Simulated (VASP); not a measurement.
# Ge2SbO3 (P6/mmm) in VASP: a series of runs

The runs below take Ge2SbO3 through single point, relaxation of cell and atoms, with PBE.

Everything below comes from runs of VASP 6.6.1. Logs are shortened: lines on timing, memory, paths and dates and some standing lists are left out, and cuts for length are marked.

## 1. The cell of the first run

Symmetry: P6/mmm, No. 191, hexagonal system. The conventional cell has a = 4.411 Å, b = 4.411 Å, c = 6.322 Å, α = 90.00°, β = 90.00°, γ = 120.00°. Within 2.5 Å of Ge (site symmetry 6mm) lie 1 Ge at 1.92 Å and 1 Sb at 2.20 Å. Sb (site symmetry 6/mmm) has 2 Ge at 2.20 Å and 6 O at 2.21 Å within 2.9 Å. Within 2.9 Å of O (site symmetry mmm) lie 2 Sb at 2.21 Å and 4 O at 2.21 Å.

The cell was generated, and may not be a known phase.

## 2. Single point, PBE

INCAR

```
ALGO = Normal
EDIFF = 1E-6
ENCUT = 520
GGA = PE
ISIF = 2
ISMEAR = 0
LASPH = True
LCHARG = False
LREAL = False
LWAVE = False
NBANDS = 34
NELM = 80
PREC = Accurate
SIGMA = 0.1
```

KPOINTS

```
k-points
0
Gamma
  6 6 4
```

POSCAR

```
Ge2SbO3
1.0
    4.4106474600      0.0000000000      0.0000000000
   -2.2053237300      3.8197327500      0.0000000000
    0.0000000000      0.0000000000      6.3223885600
Ge Sb O
2 1 3
Direct
    0.0000000000      0.0000000000      0.6515746800
    0.0000000000      0.0000000000      0.3484253200
    0.0000000000      0.0000000000      0.0000000000
    0.5000000000      0.0000000000      0.0000000000
    0.0000000000      0.5000000000      0.0000000000
    0.5000000000      0.5000000000      0.0000000000
```

Potentials or basis: VASP PAW PBE potentials, release 64 (Ge_d, Sb, O).

Run with:

```console
$ cat potpaw_PBE.64/Ge_d/POTCAR potpaw_PBE.64/Sb/POTCAR potpaw_PBE.64/O/POTCAR > POTCAR
$ mpirun -np 1 vasp_std > vasp.out
```

OUTCAR:

```text
EDIFF = 1E-6
   ENCUT = 520
   GGA = PE
   ISIF = 2
   ISMEAR = 0
   LASPH = True
   LREAL = False
   NELM = 80
   PREC = Accurate

 ion  position               nearest neighbor table
   1  0.000  0.000  0.652-   2 1.92   3 2.20
   2  0.000  0.000  0.348-   1 1.92   3 2.20
   3  0.000  0.000  0.000-   1 2.20   2 2.20   4 2.21   4 2.21   6 2.21   5 2.21   5 2.21   6 2.21

   4  0.500  0.000  0.000-   3 2.21   3 2.21
   5  0.000  0.500  0.000-   3 2.21   3 2.21
   6  0.500  0.500  0.000-   3 2.21   3 2.21

  LATTYP: Found a hexagonal cell.
 ALAT       =     4.4106474600
 C/A-ratio  =     1.4334377475

  Lattice vectors:

 A1 = (   4.4106474600,   0.0000000000,   0.0000000000)
 A2 = (  -2.2053237300,   3.8197327500,   0.0000000000)
 A3 = (   0.0000000000,   0.0000000000,   6.3223885600)

Analysis of symmetry for initial positions (statically):
=====================================================================
 Subroutine PRICEL returns:
 Original cell was already a primitive cell.

 Routine SETGRP: Setting up the symmetry group for a
 hexagonal supercell.

 Subroutine GETGRP returns: Found 24 space group operations
 (whereof 24 operations were pure point group operations)
 out of a pool of 24 trial point group operations.

The static configuration has the point symmetry D_6h.

Analysis of symmetry for dynamics (positions and initial velocities):
=====================================================================
 Subroutine PRICEL returns:
 Original cell was already a primitive cell.

 Routine SETGRP: Setting up the symmetry group for a
 hexagonal supercell.

 Subroutine GETGRP returns: Found 24 space group operations
 (whereof 24 operations were pure point group operations)
 out of a pool of 24 trial point group operations.

The dynamic configuration has the point symmetry D_6h.

 Subroutine INISYM returns: Found 24 space group operations
 (whereof 24 operations are pure point group operations),
 and found     1 'primitive' translations

----------------------------------------------------------------------------------------

                                     Primitive cell

  volume of cell :     106.5164

  direct lattice vectors                    reciprocal lattice vectors
     4.410647460  0.000000000  0.000000000     0.226724083  0.130899210  0.000000000
    -2.205323730  3.819732750  0.000000000     0.000000000  0.261798420  0.000000000
     0.000000000  0.000000000  6.322388560     0.000000000  0.000000000  0.158168071

  length of vectors
     4.410647460  4.410647462  6.322388560     0.261798420  0.261798420  0.158168071

  position of ions in fractional coordinates (direct lattice)
     0.000000000  0.000000000  0.651574680
     0.000000000  0.000000000  0.348425320
     0.000000000  0.000000000  0.000000000
     0.500000000  0.000000000  0.000000000
     0.000000000  0.500000000  0.000000000
     0.500000000  0.500000000  0.000000000

  ion indices of the primitive-cell ions
   primitive index   ion index
                 1           1
                 2           2
                 3           3
                 4           4
                 5           5
                 6           6

----------------------------------------------------------------------------------------

 KPOINTS: k-points

Automatic generation of k-mesh.
 Grid dimensions read from file:
 generate k-points for:    6    6    4

 Generating k-lattice:

  Cartesian coordinates                     Fractional coordinates (reciprocal lattice)
     0.037787347  0.021816535  0.000000000     0.166666667 -0.000000000  0.000000000
     0.000000000  0.043633070  0.000000000     0.000000000  0.166666667  0.000000000
     0.000000000  0.000000000  0.039542018     0.000000000  0.000000000  0.250000000

  Length of vectors
     0.043633070  0.043633070  0.039542018

  Shift w.r.t. Gamma in fractional coordinates (k-lattice)
     0.000000000  0.000000000  0.000000000

 Subroutine IBZKPT returns following result:
 ===========================================

 Found     21 irreducible k-points:

 Following reciprocal coordinates:
            Coordinates               Weight
  0.000000  0.000000  0.000000      1.000000
  0.166667 -0.000000  0.000000      6.000000
  0.333333  0.000000  0.000000      6.000000
  0.500000  0.000000  0.000000      3.000000
  0.166667  0.166667  0.000000      6.000000
  0.333333  0.166667  0.000000     12.000000
[... 13 lines left out ...]
  0.333333  0.166667  0.500000     12.000000
  0.333333  0.333333  0.500000      2.000000
   k-points           NKPTS =     21   k-points in BZ     NKDIM =     21   number of bands    NBANDS=     34
   number of dos      NEDOS =    301   number of ions     NIONS =      6
   total plane-waves  NPLWV =  62208
   dimension x,y,z NGX =    36 NGY =   36 NGZ =   48
   dimension x,y,z NGXF=    72 NGYF=   72 NGZF=   96
   ions per type =               2   1   3
   NGX,Y,Z   is equivalent  to a cutoff of  13.57, 13.57, 12.62 a.u.
   NGXF,Y,Z  is equivalent  to a cutoff of  27.14, 27.14, 25.24 a.u.
 SYSTEM =  unknown system
   PREC   = accura    normal or accurate (medium, high low for compatibility)
   ISTART =      0    job   : 0-new  1-cont  2-samecut
   ICHARG =      2    charge: 1-file 2-atom 10-const
   ISPIN  =      1    spin polarized calculation?
   LNONCOLLINEAR =      F non collinear calculations
   LSORBIT =      F    spin-orbit coupling
   LASPH  =      T    aspherical Exc in radial PAW
   ENCUT  =  520.0 eV  38.22 Ry    6.18 a.u.   8.20  8.20 11.76*2*pi/ulx,y,z
   NELM   =     80;   NELMIN=  2; NELMDL= -5     # of ELM steps
   EDIFF  = 0.1E-05   stopping-criterion for ELM
   LREAL  =      F    real-space projection
   EDIFFG = 0.1E-04   stopping-criterion for IOM
   NSW    =      0    number of steps for IOM
   IBRION =     -1    ionic relax: 0-MD 1-quasi-New 2-CG
   NFREE  =      0    steps in history (QN), initial steepest desc. (CG)
   ISIF   =      2    stress and relaxation
   ISYM   =      2    0-nonsym 1-usesym 2-fastsym
   POTIM  = 0.5000    time-step for ionic-motion
   TEBEG  =    0.0;   TEEND  =   0.0 temperature during run
   PSTRESS=    0.0 pullay stress
   NELECT =      51.0000    total number of electrons
   NUPDOWN=      -1.0000    fix difference up-down
   EMIN   =  10.00;   EMAX   =-10.00  energy-range for DOS
   EFERMI =   0.00;   METHOD = LEGACY
   ISMEAR =     0;   SIGMA  =   0.10  broadening in eV -4-tet -1-fermi 0-gaus
   EFERMI_NEDOS =   21; number of points for ismear=-14 and -15
   IALGO  =     38    algorithm
   IMIX   =      4    mixing-type and parameters
     AMIX     =   0.40;   BMIX     =  1.00
     AMIX_MAG =   1.60;   BMIX_MAG =  1.00
  volume/ion in A,a.u.               =      17.75       119.80
  Fermi-wavevector in a.u.,A,eV,Ry     =   1.280735  2.420239 22.317405  1.640283
  Thomas-Fermi vector in A             =   2.413146
   LORBIT       =      0    0 simple, 1 ext, 2 COOP (PROOUT), +10 PAW based schemes
   GGA     = PE    functional components
   LHFCALC =     F    Hartree Fock is set to
   AEXX    =    0.0000 exact exchange contribution
   IVDW    =     0    specifies the selected vdW correction
   LEPSILON=     F    determine dielectric tensor
   LRPA    =     F    only Hartree local field effects (RPA)
 non-spin polarized calculation
 Gauss-broadening in eV      SIGMA  =   0.10
  energy-cutoff  :      520.00
  volume of cell :      106.52
 maximum number of plane-waves:      2892
 NGX is ok and might be reduce to    36
   NGX = 17   NGY = 17   NGZ = 23

 number of electron      50.9999977 magnetization

 Free energy of the ion-electron system (eV)
  ---------------------------------------------------
  ext. energy  EPLUGINS =         0.00000000
  ---------------------------------------------------
  free energy    TOTEN  =       -20.21331316 eV

  energy without entropy =      -20.18660673  energy(sigma->0) =      -20.19995995

 E-fermi :   3.5130     XC(G=0):  -9.4960

 val. band max:        3.5070938820   @ k =   0.0000   0.0000   0.5000
 cond. band min:       3.5173211987   @ k =   0.3333   0.0000   0.2500
 fundamental gap:      0.0102273166
 Fermi energy:         3.5129775187

 k-point     1 :       0.0000    0.0000    0.0000
  band No.  band energies     occupation
      1     -22.1067      2.00000
      2     -21.5460      2.00000
      3     -21.5460      2.00000
      4     -21.1633      2.00000
      5     -21.1633      2.00000
      6     -21.0812      2.00000
[... 26 lines left out ...]
     33      11.7076      0.00000
     34      11.7092      0.00000

 k-point     2 :       0.1667   -0.0000    0.0000
  band No.  band energies     occupation
      1     -22.1064      2.00000
      2     -21.5464      2.00000
      3     -21.5461      2.00000
      4     -21.1633      2.00000
      5     -21.1629      2.00000
      6     -21.0813      2.00000
[... 26 lines left out ...]
     33      10.8620      0.00000
     34      11.3946      0.00000

 k-point     3 :       0.3333    0.0000    0.0000
  band No.  band energies     occupation
      1     -22.1056      2.00000
      2     -21.5470      2.00000
      3     -21.5463      2.00000
      4     -21.1633      2.00000
      5     -21.1622      2.00000
      6     -21.0812      2.00000
[... 26 lines left out ...]
     33       9.9651      0.00000
     34      10.8392      0.00000
[... 593 lines left out ...]
 k-point    20 :       0.3333    0.1667    0.5000
  band No.  band energies     occupation
      1     -22.1201      2.00000
      2     -21.5409      2.00000
      3     -21.5406      2.00000
      4     -21.1630      2.00000
      5     -21.1621      2.00000
      6     -21.0810      2.00000
[... 26 lines left out ...]
     33      12.0380      0.00000
     34      12.2172      0.00000

 k-point    21 :       0.3333    0.3333    0.5000
  band No.  band energies     occupation
      1     -22.1201      2.00000
      2     -21.5408      2.00000
      3     -21.5408      2.00000
      4     -21.1625      2.00000
      5     -21.1625      2.00000
      6     -21.0807      2.00000
[... 26 lines left out ...]
     33      11.6542      0.00000
     34      11.6542      0.00000

------------------------ aborting loop because EDIFF is reached ----------------------------------------

  FORCE on cell =-STRESS in cart. coord.  units (eV):
  Direction    XX          YY          ZZ          XY          YZ          ZX
  --------------------------------------------------------------------------------------
  -------------------------------------------------------------------------------------
  Total       -0.4941462     -0.4941462     45.0992091      0.0000000     -0.0000000      0.0000000
  in kB       -7.4327501     -7.4327501    678.3643244      0.0000000     -0.0000000      0.0000000
  external PRESSURE =     221.1662747 kB  Pullay stress =       0.0000000 kB

 VOLUME and BASIS-vectors are now :
 -----------------------------------------------------------------------------
  energy-cutoff  :      520.00
  volume of cell :      106.52
      direct lattice vectors                 reciprocal lattice vectors
     4.410647460  0.000000000  0.000000000     0.226724083  0.130899210  0.000000000
    -2.205323730  3.819732750  0.000000000     0.000000000  0.261798420  0.000000000
     0.000000000  0.000000000  6.322388560     0.000000000  0.000000000  0.158168071

 POSITION                                       TOTAL-FORCE (eV/Angst)
 -----------------------------------------------------------------------------------
      0.00000      0.00000      4.11951         0.000000     -0.000000      1.335812
      0.00000      0.00000      2.20288        -0.000000      0.000000     -1.335812
      0.00000      0.00000      0.00000         0.000000      0.000000      0.000000
      2.20532      0.00000      0.00000         0.000000      0.000000      0.000000
     -1.10266      1.90987      0.00000         0.000000      0.000000      0.000000
      1.10266      1.90987      0.00000         0.000000      0.000000      0.000000
 -----------------------------------------------------------------------------------
    total drift:                                0.000000     -0.000000     -0.000000

  FREE ENERGIE OF THE ION-ELECTRON SYSTEM (eV)
  ---------------------------------------------------
  free  energy   TOTEN  =       -20.2133131602 eV

  energy  without entropy=      -20.1866067313  energy(sigma->0) =      -20.19995995
```

Run time: 50 s. Hardware: 1 thread of Oxide Virtual Turin-like, shared host; peak memory 0.24 GiB.

Results:

```yaml
Free_energy: -20.2133 eV
Pressure: 22.1 GPa
Largest_force: 1.336 eV/Å
Band_gap_on_the_k_mesh: zero (an odd number of electrons rules out a gap without spin polarisation)
```

Forces in eV/Å, atoms in the order of the input:
```
Ge   0.000  0.000  1.336
Ge   0.000  0.000 -1.336
Sb   0.000  0.000  0.000
O    0.000  0.000  0.000
O    0.000  0.000  0.000
O    0.000  0.000  0.000
```

Caveat: the stress differs along the axes, from -1 to 68 GPa; spin-orbit coupling is left out, which moves the levels of the heavy elements; an odd number of electrons without spin polarisation forces a metal; a magnetic or distorted state may lie lower.

## 3. Single point, PBE

This run uses another cell than the first one, of 22.07 Å³/atom.

INCAR

```
SYSTEM = Ge2SbO3
PREC     = Accurate       ! precision mode
ENCUT    = 520            ! plane-wave cutoff, eV
EDIFF    = 1E-6           ! SCF threshold, eV
ISMEAR   = 0              ! smearing method
SIGMA    = 0.1            ! smearing width, eV
LREAL    = .False.        ! projectors in reciprocal space
LASPH    = .True.         ! aspherical terms in the spheres
NELM     = 100            ! most SCF steps
ALGO     = Normal         ! electronic algorithm
ISIF     = 2              ! what is computed and relaxed
LWAVE    = .False.        ! write WAVECAR
LCHARG   = .True.         ! write CHGCAR
GGA      = PE             ! functional
LELF     = .True.         ! ELF
LVHAR    = .True.       
NBANDS   = 34             ! bands
```

KPOINTS

```
regular mesh
0
Gamma
  6 6 4
  0 0 0
```

POSCAR

```
Ge2SbO3
1.0
    4.3616724147      0.0000000000      0.0000000000
   -2.1808362073      3.7773191141      0.0000000000
    0.0000000000      0.0000000000      8.0362405327
Ge Sb O
2 1 3
Direct
    0.0000000000      0.0000000000      0.6441882970
    0.0000000000      0.0000000000      0.3558117030
    0.0000000000      0.0000000000      0.0000000000
    0.5000000000      0.0000000000      0.0000000000
    0.0000000000      0.5000000000      0.0000000000
    0.5000000000      0.5000000000      0.0000000000
```

Potentials or basis: VASP PAW PBE potentials, release 64 (Ge_d, Sb, O).

Run with:

```console
$ cat potpaw_PBE.64/Ge_d/POTCAR potpaw_PBE.64/Sb/POTCAR potpaw_PBE.64/O/POTCAR > POTCAR
$ mpirun -np 1 vasp_std > vasp.out
```

It took 52 s on 1 thread of Oxide Virtual Turin-like, shared host; peak memory 0.25 GiB.

The run converged. Its results:

```
Free energy            : -24.2874 eV
Pressure               : -0.3 GPa
Largest force          : 0.009 eV/Å
Band gap on the k mesh : zero (an odd number of electrons rules out a gap without spin polarisation)
```

Forces on the atoms (eV/Å):
```
Ge   0.000  0.000  0.009
Ge   0.000  0.000 -0.009
Sb   0.000  0.000  0.000
O    0.000  0.000  0.000
O    0.000  0.000  0.000
O    0.000  0.000  0.000
```

Stress tensor (GPa, compression positive):
```
-0.36  0.00  0.00
 0.00 -0.36  0.00
 0.00  0.00 -0.05
```

Levels at points of the mesh, in eV from the Fermi level:
```tsv
k point	band 23	band 24	band 25	band 26	band 27	band 28
(0.00, 0.00, 0.00)	-1.11	-0.15	0.79	0.79	0.94	0.94
(0.50, 0.00, 0.00)	-1.76	-1.60	-1.47	0.21	0.73	1.04
(0.00, 0.00, 0.50)	-1.43	-1.11	0.77	0.77	0.92	0.92
(0.50, 0.00, 0.50)	-1.63	-1.48	-1.45	0.30	0.40	0.60
```

Caveat: spin-orbit coupling is left out, which moves the levels of the heavy elements; an odd number of electrons without spin polarisation forces a metal; a magnetic or distorted state may lie lower.

## 4. Relaxation of cell and atoms, PBE

INCAR

```
PREC     = Accurate       # precision mode
ENCUT    = 600            # plane-wave cutoff, eV
EDIFF    = 1E-6           # SCF threshold, eV
ISMEAR   = 0              # smearing method
SIGMA    = 0.1            # smearing width, eV
LREAL    = False          # projectors in reciprocal space
LASPH    = True           # aspherical terms in the spheres
NELM     = 80             # most SCF steps
ALGO     = Fast           # electronic algorithm
ISIF     = 3              # what is computed and relaxed
LWAVE    = False          # write WAVECAR
LCHARG   = False          # write CHGCAR
GGA      = PE             # functional
IBRION   = 2              # ionic algorithm
NSW      = 90             # ionic steps
EDIFFG   = -0.04          # ionic threshold
```

KPOINTS

```
Automatic mesh
0
Gamma
  6 6 4
```

POSCAR

```
Ge2SbO3
1.0
    4.4106474600      0.0000000000      0.0000000000
   -2.2053237300      3.8197327500      0.0000000000
    0.0000000000      0.0000000000      6.3223885600
Ge Sb O
2 1 3
Direct
    0.0000000000      0.0000000000      0.6515746800
    0.0000000000      0.0000000000      0.3484253200
    0.0000000000      0.0000000000      0.0000000000
    0.5000000000      0.0000000000      0.0000000000
    0.0000000000      0.5000000000      0.0000000000
    0.5000000000      0.5000000000      0.0000000000
```

Run with:

```console
$ cat potpaw_PBE.64/Ge_d/POTCAR potpaw_PBE.64/Sb/POTCAR potpaw_PBE.64/O/POTCAR > POTCAR
$ mpirun -np 1 vasp_std > vasp.out
```

It took 6.7 min on 1 thread of Oxide Virtual Turin-like, shared host; peak memory 0.27 GiB.

It converged, with:

* Free energy: -24.2112 eV
* Relaxed volume: 21.65 Å³/atom
* Relaxed cell: a = 4.356 Å, b = 4.356 Å, c = 7.908 Å, α = 90.00°, β = 90.00°, γ = 120.00°
* Space group after relaxing (to 0.1 Å): P6/mmm (No. 191)
* Energy gained by relaxing: 665.6 meV/atom
* Ionic steps: 7
* Pressure after relaxing: -0.1 GPa
* Largest force after relaxing: 0.008 eV/Å
* Band gap on the k mesh: zero (an odd number of electrons rules out a gap without spin polarisation)

Forces in eV/Å, atoms in the order of the input:
```
Ge   0.000  0.000 -0.008
Ge   0.000  0.000  0.008
Sb   0.000  0.000  0.000
O    0.000  0.000  0.000
O    0.000  0.000  0.000
O    0.000  0.000  0.000
```

Stress tensor (GPa, compression positive):
```
-0.11  0.00  0.00
 0.00 -0.11  0.00
 0.00  0.00 -0.19
```

The path:
| step | energy change (eV) | largest force (eV/Å) | pressure (GPa) | volume (Å³) |
| --- | --- | --- | --- | --- |
| 1 | 0.0000 | 1.3337 | 22.06 | 106.52 |
| 2 | -3.2262 | 1.3893 | -4.32 | 143.86 |
| 3 | -3.7520 | 1.9109 | 0.21 | 128.55 |
| 4 | -3.7618 | 1.8509 | -0.77 | 131.07 |
| 5 | -3.7640 | 1.8635 | -0.57 | 130.47 |
| 6 | -3.9801 | 0.5347 | -0.47 | 130.05 |
| 7 | -3.9938 | 0.0079 | -0.14 | 129.93 |

Final structure:
```cif
data_structure
_symmetry_space_group_name_H-M 'P 1'
_symmetry_Int_Tables_number 1
_cell_length_a 4.3557
_cell_length_b 4.3557
_cell_length_c 7.9076
_cell_angle_alpha 90.000
_cell_angle_beta 90.000
_cell_angle_gamma 120.000
_cell_volume 129.93
loop_
_atom_site_label
_atom_site_type_symbol
_atom_site_fract_x
_atom_site_fract_y
_atom_site_fract_z
_atom_site_occupancy
Ge1 Ge 0.00000 0.00000 0.64548 1
Ge2 Ge 0.00000 0.00000 0.35452 1
Sb1 Sb 0.00000 0.00000 0.00000 1
O1 O 0.50000 0.00000 0.00000 1
O2 O 0.00000 0.50000 0.00000 1
O3 O 0.50000 0.50000 0.00000 1
```

Levels at points of the mesh, in eV from the Fermi level:
```
           k point  band 23  band 24  band 25  band 26  band 27  band 28
(0.00, 0.00, 0.00)    -1.12    -0.02     0.76     0.76     0.94     0.94
(0.50, 0.00, 0.00)    -1.79    -1.62    -1.51     0.19     1.12     1.28
(0.00, 0.00, 0.50)    -1.48    -1.12     0.73     0.73     0.92     0.92
(0.50, 0.00, 0.50)    -1.65    -1.53    -1.44     0.29     0.43     0.59
```

Caveat: the volume moved by over 15 % at a fixed basis, so the end points are rough; spin-orbit coupling is left out, which moves the levels of the heavy elements; an odd number of electrons without spin polarisation forces a metal; a magnetic or distorted state may lie lower.

(Continued in part 2 of 2.)

The gap in the log of VASP goes by the Fermi energy; the results here count the filled bands.